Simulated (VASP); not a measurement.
# BAs (F-43m) in VASP: further runs

Runs on BAs. Level: PBE. Tasks: single point.

Everything below comes from runs of VASP 6.6.1. Logs are shortened: lines on timing, memory, paths and dates and some standing lists are left out, and cuts for length are marked.

## 1. The cell of the first run

The structure is cubic, space group F-43m (No. 216). The conventional cell has a = 4.679 Å, b = 4.679 Å, c = 4.679 Å, α = 90.00°, β = 90.00°, γ = 90.00°. Within 2.7 Å of B (site symmetry -43m) lie 4 As at 2.03 Å. As (site symmetry -43m) has 4 B at 2.03 Å within 2.7 Å.

## 2. Single point, PBE

INCAR reads:

```
SYSTEM = BAs
PREC = Accurate ; ENCUT = 520
EDIFF = 1E-6 ; ISMEAR = 0
SIGMA = 0.01 ; LREAL = .False.
LASPH = .True. ; NELM = 60
ALGO = Normal ; ISIF = 2
LWAVE = .False. ; LCHARG = .False.
GGA = PE ; NBANDS = 11
```

KPOINTS reads:

```
Automatic mesh
0
Gamma
  8 8 8
  0 0 0
```

POSCAR reads:

```
BAs
1.0
    0.0000000000      2.3397414207      2.3397414207
    2.3397414207      0.0000000000      2.3397414207
    2.3397414207      2.3397414207      0.0000000000
B As
1 1
Direct
    0.0000000000      0.0000000000      0.0000000000
    0.2500000000      0.2500000000      0.2500000000
```

Potentials or basis: VASP PAW PBE potentials, release 64 (B, As).

Command:

```console
$ cat potpaw_PBE.64/B/POTCAR potpaw_PBE.64/As/POTCAR > POTCAR
$ mpirun -np 1 vasp_std > vasp.out
```

OUTCAR:

```text
SYSTEM = BAs
   PREC = Accurate
   ENCUT = 520
   EDIFF = 1E-6
   ISMEAR = 0
   LREAL = .False.
   LASPH = .True.
   NELM = 60
   ISIF = 2
   GGA = PE

 ion  position               nearest neighbor table
   1  0.000  0.000  0.000-   2 2.03   2 2.03   2 2.03   2 2.03
   2  0.250  0.250  0.250-   1 2.03   1 2.03   1 2.03   1 2.03

  LATTYP: Found a face centered cubic cell.
 ALAT       =     4.6794828414

  Lattice vectors:

 A1 = (   0.0000000000,   2.3397414207,   2.3397414207)
 A2 = (   2.3397414207,   0.0000000000,   2.3397414207)
 A3 = (   2.3397414207,   2.3397414207,   0.0000000000)

Analysis of symmetry for initial positions (statically):
=====================================================================
 Subroutine PRICEL returns:
 Original cell was already a primitive cell.

 Routine SETGRP: Setting up the symmetry group for a
 face centered cubic supercell.

 Subroutine GETGRP returns: Found 24 space group operations
 (whereof 24 operations were pure point group operations)
 out of a pool of 48 trial point group operations.

The static configuration has the point symmetry T_d .

Analysis of symmetry for dynamics (positions and initial velocities):
=====================================================================
 Subroutine PRICEL returns:
 Original cell was already a primitive cell.

 Routine SETGRP: Setting up the symmetry group for a
 face centered cubic supercell.

 Subroutine GETGRP returns: Found 24 space group operations
 (whereof 24 operations were pure point group operations)
 out of a pool of 48 trial point group operations.

The dynamic configuration has the point symmetry T_d .

 Subroutine INISYM returns: Found 24 space group operations
 (whereof 24 operations are pure point group operations),
 and found     1 'primitive' translations

----------------------------------------------------------------------------------------

                                     Primitive cell

  volume of cell :      25.6173

  direct lattice vectors                    reciprocal lattice vectors
     0.000000000  2.339741421  2.339741421    -0.213698828  0.213698828  0.213698828
     2.339741421  0.000000000  2.339741421     0.213698828 -0.213698828  0.213698828
     2.339741421  2.339741421  0.000000000     0.213698828  0.213698828 -0.213698828

  length of vectors
     3.308894050  3.308894050  3.308894050     0.370137228  0.370137228  0.370137228

  position of ions in fractional coordinates (direct lattice)
     0.000000000  0.000000000  0.000000000
     0.250000000  0.250000000  0.250000000

  ion indices of the primitive-cell ions
   primitive index   ion index
                 1           1
[... 79 lines left out ...]
   ISIF   =      2    stress and relaxation
   ISYM   =      2    0-nonsym 1-usesym 2-fastsym
   POTIM  = 0.5000    time-step for ionic-motion
   TEBEG  =    0.0;   TEEND  =   0.0 temperature during run
   PSTRESS=    0.0 pullay stress
   NELECT =       8.0000    total number of electrons
   NUPDOWN=      -1.0000    fix difference up-down
   EMIN   =  10.00;   EMAX   =-10.00  energy-range for DOS
   EFERMI =   0.00;   METHOD = LEGACY
   ISMEAR =     0;   SIGMA  =   0.01  broadening in eV -4-tet -1-fermi 0-gaus
   EFERMI_NEDOS =   21; number of points for ismear=-14 and -15
   IALGO  =     38    algorithm
   IMIX   =      4    mixing-type and parameters
     AMIX     =   0.40;   BMIX     =  1.00
     AMIX_MAG =   1.60;   BMIX_MAG =  1.00
  volume/ion in A,a.u.               =      12.81        86.44
  Fermi-wavevector in a.u.,A,eV,Ry     =   1.110692  2.098903 16.784646  1.233637
  Thomas-Fermi vector in A             =   2.247246
   LORBIT       =      0    0 simple, 1 ext, 2 COOP (PROOUT), +10 PAW based schemes
   GGA     = PE    functional components
   LHFCALC =     F    Hartree Fock is set to
   AEXX    =    0.0000 exact exchange contribution
   IVDW    =     0    specifies the selected vdW correction
   LEPSILON=     F    determine dielectric tensor
   LRPA    =     F    only Hartree local field effects (RPA)
 non-spin polarized calculation
 Gauss-broadening in eV      SIGMA  =   0.01
  energy-cutoff  :      520.00
  volume of cell :       25.62
 maximum number of plane-waves:       701
 NGX is ok and might be reduce to    28
   NGX = 13   NGY = 13   NGZ = 13

 number of electron       8.0000000 magnetization

 Free energy of the ion-electron system (eV)
  ---------------------------------------------------
  ext. energy  EPLUGINS =         0.00000000
  ---------------------------------------------------
  free energy    TOTEN  =       -11.31926848 eV

  energy without entropy =      -11.31926848  energy(sigma->0) =      -11.31926848

 E-fermi :   6.9152     XC(G=0): -10.8539

 val. band max:        6.8283460724   @ k =   0.0000   0.0000   0.0000
 cond. band min:       7.9553657195   @ k =   0.3750   0.3750   0.0000
 fundamental gap:      1.1270196471
 Fermi energy:         6.9151581812

 k-point     1 :       0.0000    0.0000    0.0000
  band No.  band energies     occupation
      1      -9.1540      2.00000
      2       6.8283      2.00000
      3       6.8283      2.00000
      4       6.8283      2.00000
      5      10.1853      0.00000
      6      10.1853      0.00000
      7      10.1853      0.00000
      8      12.3157      0.00000
      9      16.7247      0.00000
     10      20.0336      0.00000
     11      20.0336      0.00000
[... 309 lines left out ...]
 k-point    24 :      -0.3750    0.2500    0.1250
  band No.  band energies     occupation
      1      -5.4353      2.00000
      2      -1.8688      2.00000
      3       2.0325      2.00000
      4       3.5431      2.00000
      5      10.8849      0.00000
      6      11.7753      0.00000
      7      14.6346      0.00000
      8      16.2304      0.00000
      9      17.4666      0.00000
     10      21.4233      0.00000
     11      22.5289      0.00000

 [... further k-points ...]
[... 5 lines left out ...]
  --------------------------------------------------------------------------------------
  -------------------------------------------------------------------------------------
  Total        2.1831448      2.1831448      2.1831448      0.0000000     -0.0000000     -0.0000000
  in kB      136.5398887    136.5398887    136.5398887      0.0000000     -0.0000000     -0.0000000
  external PRESSURE =     136.5398887 kB  Pullay stress =       0.0000000 kB

 VOLUME and BASIS-vectors are now :
 -----------------------------------------------------------------------------
  energy-cutoff  :      520.00
  volume of cell :       25.62
      direct lattice vectors                 reciprocal lattice vectors
     0.000000000  2.339741421  2.339741421    -0.213698828  0.213698828  0.213698828
     2.339741421  0.000000000  2.339741421     0.213698828 -0.213698828  0.213698828
     2.339741421  2.339741421  0.000000000     0.213698828  0.213698828 -0.213698828

 POSITION                                       TOTAL-FORCE (eV/Angst)
 -----------------------------------------------------------------------------------
      0.00000      0.00000      0.00000        -0.000000      0.000000     -0.000000
      1.16987      1.16987      1.16987         0.000000     -0.000000      0.000000
 -----------------------------------------------------------------------------------
    total drift:                               -0.000000     -0.000000     -0.000000

  FREE ENERGIE OF THE ION-ELECTRON SYSTEM (eV)
  ---------------------------------------------------
  free  energy   TOTEN  =       -11.3192684823 eV

  energy  without entropy=      -11.3192684823  energy(sigma->0) =      -11.31926848
```

OSZICAR:

```text
N       E                     dE             d eps       ncg     rms          rms(c)
DAV:   1     0.124097712564E+02    0.12410E+02   -0.37990E+03   638   0.650E+02
DAV:   2    -0.113923576606E+02   -0.23802E+02   -0.23094E+02   871   0.108E+02
DAV:   3    -0.120854187906E+02   -0.69306E+00   -0.69102E+00   796   0.165E+01
DAV:   4    -0.120873375041E+02   -0.19187E-02   -0.19187E-02   718   0.941E-01
DAV:   5    -0.120873401097E+02   -0.26057E-05   -0.26057E-05   758   0.375E-02    0.539E+00
DAV:   6    -0.114026611780E+02    0.68468E+00   -0.17676E+00   689   0.561E+00    0.262E+00
DAV:   7    -0.113264759704E+02    0.76185E-01   -0.24647E-01   737   0.242E+00    0.104E+00
DAV:   8    -0.113188079686E+02    0.76680E-02   -0.21701E-02   707   0.855E-01    0.105E-01
DAV:   9    -0.113191124858E+02   -0.30452E-03   -0.73699E-04   728   0.163E-01    0.658E-02
DAV:  10    -0.113192632339E+02   -0.15075E-03   -0.18604E-04   676   0.840E-02    0.129E-02
DAV:  11    -0.113192686439E+02   -0.54100E-05   -0.49379E-06   782   0.151E-02    0.119E-02
DAV:  12    -0.113192684823E+02    0.16159E-06   -0.24397E-06   668   0.853E-03
   1 F= -.11319268E+02 E0= -.11319268E+02  d E =-.615660E-37
```

Run time: 6.9 s. Hardware: 1 thread of Intel Xeon 6975P-C, shared host; peak memory 0.16 GiB.

What came out:

| Item | Value |
| --- | --- |
| Free energy | -11.3193 eV |
| Pressure | 13.7 GPa |
| Band gap on the k mesh | 1.13 eV, indirect (least direct gap 3.36 eV) |

## 3. Single point, PBE

This run uses another cell than the first one, of 13.08 Å³/atom, 1.021 times its volume.

INCAR reads:

```
PREC = Accurate ; ENCUT = 520
EDIFF = 1E-7 ; ISMEAR = 0
SIGMA = 0.01 ; LREAL = F
LASPH = T ; NELM = 60
ALGO = Normal ; ISIF = 2
LWAVE = F ; LCHARG = F
GGA = PE ; NBANDS = 11
```

KPOINTS reads:

```
regular mesh
0
Gamma
  8 8 8
```

POSCAR reads:

```
BAs
1.0
    0.0000000000      2.3562190158      2.3562190158
    2.3562190158      0.0000000000      2.3562190158
    2.3562190158      2.3562190158      0.0000000000
B As
1 1
Direct
    0.0000000000      0.0000000000      0.0000000000
    0.2500000000      0.2500000000      0.2500000000
```

Potentials or basis: VASP PAW PBE potentials, release 64 (B, As).

Command:

```console
$ cat potpaw_PBE.64/B/POTCAR potpaw_PBE.64/As/POTCAR > POTCAR
$ mpirun -np 1 vasp_std > vasp.out
```

It took 6.2 s on 1 thread of Intel Xeon 6975P-C, shared host; peak memory 0.16 GiB.

The run converged. Its results:

| Item | Value |
| --- | --- |
| Free energy | -11.3594 eV |
| Pressure | 9.9 GPa |
| Band gap on the k mesh | 1.15 eV, indirect (least direct gap 3.33 eV) |

Levels at points of the mesh, in eV from the valence-band top:
```csv
k point,band 1,band 2,band 3,band 4,band 5,band 6,band 7,band 8,band 9
"(0.00, 0.00, 0.00)",-15.78,0.00,0.00,0.00,3.33,3.33,3.33,5.21,9.79
"(0.50, 0.00, 0.00)",-12.76,-9.09,-1.89,-1.89,2.94,4.83,4.83,8.94,13.02
"(0.50, 0.50, 0.00)",-11.37,-8.76,-4.25,-4.25,1.37,1.40,11.76,11.76,13.24
```

A k mesh can miss the band edges.
